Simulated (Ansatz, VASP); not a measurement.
V: VASP beside Ansatz

File INCAR:

```
SYSTEM = V
PREC     = Accurate       ! precision mode
ENCUT    = 520            ! plane-wave cutoff, eV
EDIFF    = 1E-6           ! SCF threshold, eV
ISMEAR   = -1             ! smearing method
SIGMA    = 0.1            ! smearing width, eV
LREAL    = .False.        ! projectors in reciprocal space
LASPH    = .True.         ! aspherical terms in the spheres
NELM     = 60             ! most SCF steps
ALGO     = Normal         ! electronic algorithm
ISIF     = 2              ! what is computed and relaxed
LWAVE    = .False.        ! write WAVECAR
LCHARG   = .True.         ! write CHGCAR
GGA      = CA             ! functional
LELF     = .True.         ! ELF
LVHAR    = .True.       
NBANDS   = 12             ! bands
```

File KPOINTS:

```
regular mesh
0
Gamma
  16 16 16
  0 0 0
```

POSCAR

```
V
1.0
    0.0000000000      1.9140069118      1.9140069118
    1.9140069118      0.0000000000      1.9140069118
    1.9140069118      1.9140069118      0.0000000000
V
1
Direct
    0.0000000000      0.0000000000      0.0000000000
```

Input for Ansatz:

```yaml
crystal:
  lattice:
    - [0.0, 1.9140069118, 1.9140069118]
    - [1.9140069118, 0.0, 1.9140069118]
    - [1.9140069118, 1.9140069118, 0.0]
  atoms:
    - { symbol: V, position: [0.0, 0.0, 0.0] }
hamiltonian:
  xc: lda
  pseudopotentials:
    kind: paw
    azcp:
      V: "pseudopotentials/V.paw.azcp"
basis:
  ecutwfc: 420
  fft_grid_basis: typed
kpoints:
  mp_grid: { grid: [16, 16, 16], shift: [0, 0, 0] }
magnetization:
  spin_polarized: false
scf:
  occupations: { method: fermi_dirac, width: 0.1 }
  lower_state_search: "off"
output:
  stress: true
  write_density: true
  write_potential: true
  elf: true
  volumetric_format: npy
```

Alike in both runs: task single point; functional LDA; k mesh 16 × 16 × 16; occupations fermi-dirac, width 0.1 eV; no spin polarisation.

|  | VASP | Ansatz |
| --- | --- | --- |
| version | VASP 6.6.1 | Ansatz 0.2.0 |
| potentials or method | VASP PAW LDA potentials, release 64 (V_sv), cutoff 520 eV | plane waves (420 eV) with PAW, scalar-relativistic |
| valence electrons in the cell | 13 | 13 |

```tsv
	VASP	Ansatz	Ansatz less VASP
pressure (GPa)	-13.1	-13.4	-0.30
```

Ansatz warns that its potentials were made for another functional, while VASP's fit it. LDA's correlation is that of Perdew and Zunger in VASP and of Perdew and Wang (1992) in Ansatz.
